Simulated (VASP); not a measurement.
# Bi (P6_3/mmc) in VASP: further runs, part 2 of 2

VASP 6.6.1. Earlier steps stand in the parts before.

## (4) Single point, PBEsol

This run uses another cell than the first one, of 30.15 Å³/atom, 1.136 times its volume.

INCAR

```
SYSTEM = Bi
ALGO = Normal
EDIFF = 1E-6
ENCUT = 520
GGA = PS
ISIF = 2
ISMEAR = -1
LASPH = .True.
LCHARG = .False.
LREAL = .False.
LWAVE = .False.
NBANDS = 22
NELM = 100
PREC = Accurate
SIGMA = 0.1
```

KPOINTS

```
k-points
0
Gamma
  12 12 7
  0 0 0
```

POSCAR

```
Bi
1.0
    3.4399898414      0.0000000000      0.0000000000
   -1.7199949207      2.9791185914      0.0000000000
    0.0000000000      0.0000000000      5.8844579002
Bi
2
Direct
    0.3333333333      0.6666666667      0.2500000000
    0.6666666667      0.3333333333      0.7500000000
```

On the command line:

```console
> cat potpaw_PBE.64/Bi_d/POTCAR > POTCAR
> mpirun -np 1 vasp_std > vasp.out
```

Wall time 37 s (1 thread of Intel Xeon 6975P-C (Granite Rapids), shared host); peak memory 0.22 GiB.

Results (log left out):

```
Free energy            : -8.4364 eV
Pressure               : -0.1 GPa
Band gap on the k mesh : zero (band 15 reaches 12.73 eV, above the bottom of band 16 at 5.56 eV)
```

Levels at points of the mesh, in eV from the Fermi level:
```tsv
k point	band 11	band 12	band 13	band 14	band 15	band 16	band 17	band 18	band 19	band 20
(0.00, 0.00, 0.00)	-13.85	-11.18	-5.56	3.98	3.98	4.50	5.43	5.43	7.68	8.37
(0.50, 0.00, 0.00)	-10.78	-9.79	-4.72	-3.41	-1.99	0.18	0.69	3.47	5.11	7.17
```

Caveat: the PAW data sets were made with another functional, which shifts forces and pressure a little; spin-orbit coupling is left out, which moves the levels of the heavy elements.

## (5) Relaxation of shape and atoms at fixed volume, PBEsol

This run uses another cell than the first one, of 12.97 Å³/atom, 0.489 times its volume.

INCAR

```
SYSTEM = Bi
PREC = Accurate
ENCUT = 600
EDIFF = 1E-6
ISMEAR = -1
SIGMA = 0.1
LREAL = .FALSE.
LASPH = .TRUE.
NELM = 100
ALGO = Normal
ISIF = 4
LWAVE = .FALSE.
LCHARG = .FALSE.
GGA = PS
IBRION = 2
NSW = 50
EDIFFG = -0.005
```

KPOINTS

```
Automatic mesh
0
G
  12 12 7
  0 0 0
```

POSCAR

```
Bi
1.0
    2.5964500886      0.0000000000      0.0000000000
   -1.2982250443      2.2485917364      0.0000000000
    0.0000000000      0.0000000000      4.4414960336
Bi
2
Direct
    0.3333333333      0.6666666667      0.2500000000
    0.6666666667      0.3333333333      0.7500000000
```

On the command line:

```console
> cat potpaw_PBE.64/Bi_d/POTCAR > POTCAR
> mpirun -np 1 vasp_std > vasp.out
```

It took 55 s on 1 thread of Intel Xeon 6975P-C (Granite Rapids), shared host; peak memory 0.17 GiB.

It converged, with:

```yaml
Free_energy: 9.0964 eV
Energy_gained_by_relaxing: 136.6 meV/atom
Ionic_steps: 5
Pressure_after_relaxing: 365.1 GPa
Band_gap_on_the_k_mesh: zero (band 15 reaches 32.23 eV, above the bottom of band 16 at 18.83 eV)
```

The path:
| step | energy change (eV) | largest force (eV/Å) | pressure (GPa) | volume (Å³) |
| --- | --- | --- | --- | --- |
| 1 | 0.0000 | 0.0000 | 367.89 | 25.93 |
| 2 | 0.7670 | 0.0000 | 378.34 | 25.93 |
| 3 | -0.2715 | 0.0000 | 365.03 | 25.93 |
| 4 | -0.2727 | 0.0000 | 365.12 | 25.93 |
| 5 | -0.2732 | 0.0000 | 365.09 | 25.93 |

Final structure:
```yaml
crystal:
  lattice:
    - [2.66180, 0.00000, 0.00000]
    - [-1.33090, 2.30519, 0.00000]
    - [0.00000, 0.00000, 4.22609]
  atoms:
    - { symbol: Bi, position: [0.33333, 0.66667, 0.25000] }
    - { symbol: Bi, position: [0.66667, 0.33333, 0.75000] }
```

Levels at points of the mesh, in eV from the Fermi level:
```
           k point  band 12  band 13  band 14  band 15  band 16  band 17  band 18  band 19
(0.00, 0.00, 0.00)   -13.41   -12.71     5.23     7.05     7.05     7.38     7.55    11.12
(0.50, 0.00, 0.00)   -14.63    -6.21    -5.56    -5.26    -1.44    -0.54     5.15     6.75
```

Caveat: the PAW data sets were made with another functional, which shifts forces and pressure a little; spin-orbit coupling is left out, which moves the levels of the heavy elements.

## (6) Relaxation of shape and atoms at fixed volume, PBEsol

This run uses another cell than the first one, of 15.08 Å³/atom, 0.568 times its volume.

INCAR

```
ALGO = Normal
EDIFF = 1E-6
EDIFFG = -0.005
ENCUT = 600
GGA = PS
IBRION = 2
ISIF = 4
ISMEAR = -1
LASPH = T
LCHARG = F
LREAL = F
LWAVE = F
NELM = 80
NSW = 50
PREC = Accurate
SIGMA = 0.1
```

KPOINTS

```
k-points
0
Gamma
  12 12 7
```

POSCAR

```
Bi
1.0
    2.7303217465      0.0000000000      0.0000000000
   -1.3651608732      2.3645279930      0.0000000000
    0.0000000000      0.0000000000      4.6704973305
Bi
2
Direct
    0.3333333333      0.6666666667      0.2500000000
    0.6666666667      0.3333333333      0.7500000000
```

Potentials or basis: VASP PAW PBE potentials, release 64 (Bi_d).

On the command line:

```console
> cat potpaw_PBE.64/Bi_d/POTCAR > POTCAR
> mpirun -np 1 vasp_std > vasp.out
```

Run time: 74 s. Hardware: 1 thread of Intel Xeon 6975P-C (Granite Rapids), shared host; peak memory 0.18 GiB.

The run converged. Its results:

```
Free energy               : 1.7441 eV
Energy gained by relaxing : 100.0 meV/atom
Ionic steps               : 5
Pressure after relaxing   : 209.2 GPa
Band gap on the k mesh    : zero (band 15 reaches 27.47 eV, above the bottom of band 16 at 15.42 eV)
```

Step by step:
```
step  energy change (eV)  largest force (eV/Å)  pressure (GPa)  volume (Å³)
   1              0.0000                0.0000          211.87        30.15
   2              0.0765                0.0000          211.96        30.15
   3             -0.1987                0.0000          209.21        30.15
   4             -0.1997                0.0000          209.26        30.15
   5             -0.2000                0.0000          209.24        30.15
```

Final structure:
```
Bi
1.0
     2.80147    0.00000    0.00000
    -1.40073    2.42614    0.00000
     0.00000    0.00000    4.43629
Bi
2
Direct
  0.33333 0.66667 0.25000
  0.66667 0.33333 0.75000
```

Levels at points of the mesh, in eV from the Fermi level:
```tsv
k point	band 12	band 13	band 14	band 15	band 16	band 17	band 18	band 19
(0.00, 0.00, 0.00)	-12.30	-11.52	6.30	6.30	6.39	8.08	8.63	9.93
(0.50, 0.00, 0.00)	-13.10	-5.73	-5.43	-4.60	-0.91	-0.51	5.99	6.12
```

Caveat: the PAW data sets were made with another functional, which shifts forces and pressure a little; spin-orbit coupling is left out, which moves the levels of the heavy elements.

## (7) Summary

```tsv
task	cell	cutoff (eV)	gap on the mesh (eV)	pressure (GPa)
single point	a = 3.322, b = 3.322, c = 5.553 Å, angles 90.0, 90.0, 120.0°, 2 atoms	520	none	10.2
single point	a = 3.440, b = 3.440, c = 5.884 Å, angles 90.0, 90.0, 120.0°, 2 atoms	520	none	-0.1
relaxation of shape and atoms at fixed volume	relaxed from a = 2.596, b = 2.596, c = 4.441 Å, angles 90.0, 90.0, 120.0°, 2 atoms	600	none	365.1
relaxation of shape and atoms at fixed volume	relaxed from a = 2.730, b = 2.730, c = 4.670 Å, angles 90.0, 90.0, 120.0°, 2 atoms	600	none	209.2
```

Alike in all rows: level PBEsol; potentials or basis VASP PAW PBE potentials, release 64 (Bi_d); no spin polarisation; k mesh 12 × 12 × 7; smearing fermi-dirac 0.1 eV.

Caveats: the PAW data sets were made with another functional, which shifts forces and pressure a little; spin-orbit coupling is left out, which moves the levels of the heavy elements.

Absolute energies hang on the potentials; compare differences alone.
